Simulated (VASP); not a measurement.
# MgCd3Te4 (I-42m) in VASP: single point with PBE

Aim: the single point of MgCd3Te4 with PBE.

All numbers are computed with VASP 6.6.1; they aren't measurements. Logs are shortened: lines on timing, memory, paths and dates and some standing lists are left out, and cuts for length are marked.

## 1. The cell of the first run

Symmetry: I-42m, No. 121, tetragonal system. Conventional cell: a = 6.591 Å, b = 6.591 Å, c = 13.181 Å, α = 90.00°, β = 90.00°, γ = 90.00°. Mg (site symmetry -42m) has 4 Te at 2.82 Å within 3.7 Å. Cd (site symmetry -4) has 4 Te at 2.86 Å within 3.8 Å. Within 3.8 Å of Cd (site symmetry -42m) lie 4 Te at 2.87 Å. Within 3.7 Å of Te (site symmetry m) lie 1 Mg at 2.82 Å and 3 Cd at 2.86 to 2.87 Å.

## 2. Single point, PBE

INCAR reads:

```
SYSTEM = MgCd3Te4
PREC = Accurate
ENCUT = 520
EDIFF = 1E-7
ISMEAR = 0
SIGMA = 0.02
LREAL = .False.
LASPH = .True.
NELM = 80
ALGO = Normal
ISIF = 2
LWAVE = .False.
LCHARG = .False.
GGA = PE
NBANDS = 41
```

KPOINTS reads:

```
regular mesh
0
Gamma
  6 6 6
  0 0 0
```

POSCAR reads:

```
MgCd3Te4
1.0
   -3.2953227955      3.2953227955      6.5904730229
    3.2953227955     -3.2953227955      6.5904730229
    3.2953227955      3.2953227955     -6.5904730229
Mg Cd Te
1 3 4
Direct
    0.0000000000      0.0000000000      0.0000000000
    0.7500000000      0.2500000000      0.5000000000
    0.5000000000      0.5000000000      0.0000000000
    0.2500000000      0.7500000000      0.5000000000
    0.8766016996      0.3706408876      0.0000000000
    0.6293591124      0.6293591124      0.5059608120
    0.3706408876      0.8766016996      0.0000000000
    0.1233983004      0.1233983004      0.4940391880
```

Potentials or basis: VASP PAW PBE potentials, release 64 (Mg, Cd, Te).

Command:

```
> cat potpaw_PBE.64/Mg/POTCAR potpaw_PBE.64/Cd/POTCAR potpaw_PBE.64/Te/POTCAR > POTCAR
> mpirun -np 1 vasp_std > vasp.out
```

OUTCAR:

```text
SYSTEM = MgCd3Te4
   PREC = Accurate
   ENCUT = 520
   EDIFF = 1E-7
   ISMEAR = 0
   LREAL = .False.
   LASPH = .True.
   NELM = 80
   ISIF = 2
   GGA = PE

 ion  position               nearest neighbor table
   1  0.000  0.000  0.000-   5 2.82   6 2.82   7 2.82   8 2.82
   2  0.750  0.250  0.500-   8 2.86   5 2.86   7 2.86   6 2.86
   3  0.500  0.500  0.000-   6 2.87   8 2.87   7 2.87   5 2.87
   4  0.250  0.750  0.500-   8 2.86   7 2.86   5 2.86   6 2.86
   5  0.877  0.371  0.000-   1 2.82   4 2.86   2 2.86   3 2.87
   6  0.629  0.629  0.506-   1 2.82   2 2.86   4 2.86   3 2.87
   7  0.371  0.877  0.000-   1 2.82   2 2.86   4 2.86   3 2.87
   8  0.123  0.123  0.494-   1 2.82   2 2.86   4 2.86   3 2.87

  LATTYP: Found a body centered tetragonal cell.
 ALAT       =     6.5906455910
 C/A-ratio  =     1.9999476324

  Lattice vectors:

 A1 = (  -3.2953227955,   3.2953227955,   6.5904730229)
 A2 = (   3.2953227955,  -3.2953227955,   6.5904730229)
 A3 = (   3.2953227955,   3.2953227955,  -6.5904730229)

Analysis of symmetry for initial positions (statically):
=====================================================================
 Subroutine PRICEL returns:
 Original cell was already a primitive cell.

 Routine SETGRP: Setting up the symmetry group for a
 body centered tetragonal supercell.

 Subroutine GETGRP returns: Found  8 space group operations
 (whereof  8 operations were pure point group operations)
 out of a pool of 16 trial point group operations.

The static configuration has the point symmetry D_2d.

Analysis of symmetry for dynamics (positions and initial velocities):
=====================================================================
 Subroutine PRICEL returns:
 Original cell was already a primitive cell.

 Routine SETGRP: Setting up the symmetry group for a
 body centered tetragonal supercell.

 Subroutine GETGRP returns: Found  8 space group operations
 (whereof  8 operations were pure point group operations)
 out of a pool of 16 trial point group operations.

The dynamic configuration has the point symmetry D_2d.

 Subroutine INISYM returns: Found  8 space group operations
 (whereof  8 operations are pure point group operations),
 and found     1 'primitive' translations

----------------------------------------------------------------------------------------

                                     Primitive cell

  volume of cell :     286.2678

[... 99 lines left out ...]
   NELM   =     80;   NELMIN=  2; NELMDL= -5     # of ELM steps
   EDIFF  = 0.1E-06   stopping-criterion for ELM
   LREAL  =      F    real-space projection
   EDIFFG = 0.1E-05   stopping-criterion for IOM
   NSW    =      0    number of steps for IOM
   IBRION =     -1    ionic relax: 0-MD 1-quasi-New 2-CG
   NFREE  =      0    steps in history (QN), initial steepest desc. (CG)
   ISIF   =      2    stress and relaxation
   ISYM   =      2    0-nonsym 1-usesym 2-fastsym
   POTIM  = 0.5000    time-step for ionic-motion
   TEBEG  =    0.0;   TEEND  =   0.0 temperature during run
   PSTRESS=    0.0 pullay stress
   NELECT =      62.0000    total number of electrons
   NUPDOWN=      -1.0000    fix difference up-down
   EMIN   =  10.00;   EMAX   =-10.00  energy-range for DOS
   EFERMI =   0.00;   METHOD = LEGACY
   ISMEAR =     0;   SIGMA  =   0.02  broadening in eV -4-tet -1-fermi 0-gaus
   EFERMI_NEDOS =   21; number of points for ismear=-14 and -15
   IALGO  =     38    algorithm
   IMIX   =      4    mixing-type and parameters
     AMIX     =   0.40;   BMIX     =  1.00
     AMIX_MAG =   1.60;   BMIX_MAG =  1.00
  volume/ion in A,a.u.               =      35.78       241.48
  Fermi-wavevector in a.u.,A,eV,Ry     =   0.983138  1.857862 13.150856  0.966561
  Thomas-Fermi vector in A             =   2.114274
   LORBIT       =      0    0 simple, 1 ext, 2 COOP (PROOUT), +10 PAW based schemes
   GGA     = PE    functional components
   LHFCALC =     F    Hartree Fock is set to
   AEXX    =    0.0000 exact exchange contribution
   IVDW    =     0    specifies the selected vdW correction
   LEPSILON=     F    determine dielectric tensor
   LRPA    =     F    only Hartree local field effects (RPA)
 non-spin polarized calculation
 Gauss-broadening in eV      SIGMA  =   0.02
  energy-cutoff  :      520.00
  volume of cell :      286.27
 maximum number of plane-waves:      7776
   NGX = 31   NGY = 31   NGZ = 31

 number of electron      61.9999989 magnetization

 Free energy of the ion-electron system (eV)
  ---------------------------------------------------
  ext. energy  EPLUGINS =         0.00000000
  ---------------------------------------------------
  free energy    TOTEN  =       -20.82531581 eV

  energy without entropy =      -20.82531581  energy(sigma->0) =      -20.82531581

 E-fermi :   1.9103     XC(G=0):  -8.1802

 val. band max:        1.7739982743   @ k =   0.0000   0.0000   0.0000
 cond. band min:       2.7864279148   @ k =   0.0000   0.0000   0.0000
 fundamental gap:      1.0124296405
 Fermi energy:         1.9103419901

 k-point     1 :       0.0000    0.0000    0.0000
  band No.  band energies     occupation
      1      -8.8758      2.00000
      2      -8.3740      2.00000
      3      -8.3740      2.00000
      4      -8.3732      2.00000
      5      -6.1539      2.00000
      6      -6.1530      2.00000
[... 1045 lines left out ...]
     40       6.9454      0.00000
     41       7.2200      0.00000

 [... further k-points ...]
[... 5 lines left out ...]
  --------------------------------------------------------------------------------------
  -------------------------------------------------------------------------------------
  Total        0.1251363      0.1251363      0.1270636      0.0000000      0.0000000      0.0000000
  in kB        0.7003600      0.7003600      0.7111469      0.0000000      0.0000000      0.0000000
  external PRESSURE =       0.7039556 kB  Pullay stress =       0.0000000 kB

 VOLUME and BASIS-vectors are now :
 -----------------------------------------------------------------------------
  energy-cutoff  :      520.00
  volume of cell :      286.27
      direct lattice vectors                 reciprocal lattice vectors
    -3.295322796  3.295322796  6.590473023     0.000000000  0.151730204  0.075867088
     3.295322796 -3.295322796  6.590473023     0.151730204  0.000000000  0.075867088
     3.295322796  3.295322796 -6.590473023     0.151730204  0.151730204  0.000000000

 POSITION                                       TOTAL-FORCE (eV/Angst)
 -----------------------------------------------------------------------------------
      0.00000      0.00000      0.00000        -0.000000     -0.000000     -0.000000
      0.00000      3.29532      3.29524        -0.000000      0.000000      0.000000
      0.00000      0.00000      6.59047        -0.000000      0.000000      0.000000
      3.29532      0.00000      3.29524        -0.000000     -0.000000      0.000000
     -1.66730      1.66730      8.21992        -0.010163      0.010163     -0.010583
      1.66730      1.66730      4.96103         0.010163      0.010163      0.010583
      1.66730     -1.66730      8.21992         0.010163     -0.010163     -0.010583
      1.62802      1.62802     -1.62945        -0.010163     -0.010163      0.010583
 -----------------------------------------------------------------------------------
    total drift:                                0.000009      0.000009      0.000008

  FREE ENERGIE OF THE ION-ELECTRON SYSTEM (eV)
  ---------------------------------------------------
  free  energy   TOTEN  =       -20.8253158139 eV

  energy  without entropy=      -20.8253158139  energy(sigma->0) =      -20.82531581
```

Wall time 11 min (1 thread of AMD EPYC 7R13 (Zen 3), shared host); peak memory 0.66 GiB.

What came out:

```yaml
Free_energy: -20.8253 eV
Pressure: 0.1 GPa
Largest_force: 0.018 eV/Å
Band_gap_on_the_k_mesh: 1.01 eV
```

Forces in eV/Å, atoms in the order of the input:
```
Mg   0.000  0.000  0.000
Cd   0.000  0.000  0.000
Cd   0.000  0.000  0.000
Cd   0.000  0.000  0.000
Te  -0.010  0.010 -0.011
Te   0.010  0.010  0.011
Te   0.010 -0.010 -0.011
Te  -0.010 -0.010  0.011
```

Levels at points of the mesh, in eV from the valence-band top:
| k point | band 28 | band 29 | band 30 | band 31 | band 32 | band 33 | band 34 | band 35 |
| --- | --- | --- | --- | --- | --- | --- | --- | --- |
| (0.00, 0.00, 0.00) | -1.53 | -0.01 | 0.00 | 0.00 | 1.01 | 2.78 | 2.80 | 4.19 |
| (0.50, 0.00, 0.00) | -1.21 | -1.18 | -0.72 | -0.58 | 3.10 | 3.16 | 3.67 | 4.04 |
| (0.50, 0.50, 0.00) | -0.65 | -0.62 | -0.54 | -0.51 | 1.88 | 2.19 | 3.19 | 3.63 |
| (0.50, 0.50, 0.50) | -0.96 | -0.96 | -0.80 | -0.80 | 2.58 | 2.69 | 2.79 | 2.79 |

Caveat: spin-orbit coupling is left out, which moves the levels of the heavy elements.
